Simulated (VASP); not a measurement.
A run of VASP 6.6.1 is set up as follows.

File INCAR:

```
  ALGO = Fast
  EDIFF = 1E-7
  ENCUT = 520
  GGA = PS
  ISIF = 2
  ISMEAR = 0
  ISPIN = 2
  LASPH = True
  LCHARG = False
  LMAXMIX = 4
  LORBIT = 11
  LREAL = False
  LWAVE = False
  MAGMOM = 0.5
  NBANDS = 15
  NELM = 150
  NUPDOWN = 0.5
  PREC = Accurate
  SIGMA = 0.15
```

File KPOINTS:

```
k-points
0
Gamma
  22 22 22
```

POSCAR

```
Pt
1.0
    0.0000000000      2.0434252976      2.0434252976
    2.0434252976      0.0000000000      2.0434252976
    2.0434252976      2.0434252976      0.0000000000
Pt
1
Direct
    0.0000000000      0.0000000000      0.0000000000
```

Potentials or basis: VASP PAW PBE potentials, release 64 (Pt).

The run is started by

```bash
$ cat potpaw_PBE.64/Pt/POTCAR > POTCAR
$ mpirun -np 1 vasp_std > vasp.out
```

Task: Estimate the pressure.

Result: -25.2 GPa.

Caveat: the cell stands under tension; the PAW data sets were made with another functional, which shifts forces and pressure a little; the total moment is fixed, so each spin has its own Fermi level.
